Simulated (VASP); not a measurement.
Wanted: the native input for a VASP 6.6.1 run.

```
Task                   : single point
Functional             : PBE
Potentials or basis    : VASP PAW PBE potentials, release 64 (Ga_d, N)
Cutoff                 : 520 eV
k mesh                 : 9 × 9 × 4
Occupations            : gaussian, width 0.01 eV
Spin                   : no spin polarisation
Dipole correction      : no
Further INCAR settings : ALGO = Normal; EDIFF = 1e-06; NBANDS = 26
```

The structure of GaN lies in POSCAR:

```
GaN
1.0
    3.1527319034      0.0000000000      0.0000000000
   -1.5763659517      2.7303459197      0.0000000000
    0.0000000000      0.0000000000      5.1358100377
Ga N
2 2
Direct
    0.3333333333      0.6666666667     -0.0008671783
    0.6666666667      0.3333333333      0.4991328217
    0.3333333333      0.6666666667      0.3758671783
    0.6666666667      0.3333333333      0.8758671783
```

This cell differs from its parent crystal: volume changed by -6%.

One way to write it, as run:

INCAR

```
PREC = Accurate ; ENCUT = 520
EDIFF = 1E-6 ; ISMEAR = 0
SIGMA = 0.01 ; LREAL = F
LASPH = T ; NELM = 60
ALGO = Normal ; ISIF = 2
LWAVE = F ; LCHARG = F
GGA = PE ; NBANDS = 26
```

KPOINTS

```
regular mesh
0
Gamma
  9 9 4
```

Potentials or basis: VASP PAW PBE potentials, release 64 (Ga_d, N).

Run with:

```bash
$ cat potpaw_PBE.64/Ga_d/POTCAR potpaw_PBE.64/N/POTCAR > POTCAR
$ mpirun -np 1 vasp_std > vasp.out
```

It gave:

```
Pressure               : 12.3 GPa
Largest force          : 0.012 eV/Å
Band gap on the k mesh : 2.13 eV, direct
```

It took 25 s on 1 thread of AMD EPYC 9R45 96-Core Processor (Zen 5), on a shared host, peak memory 0.15 GiB.
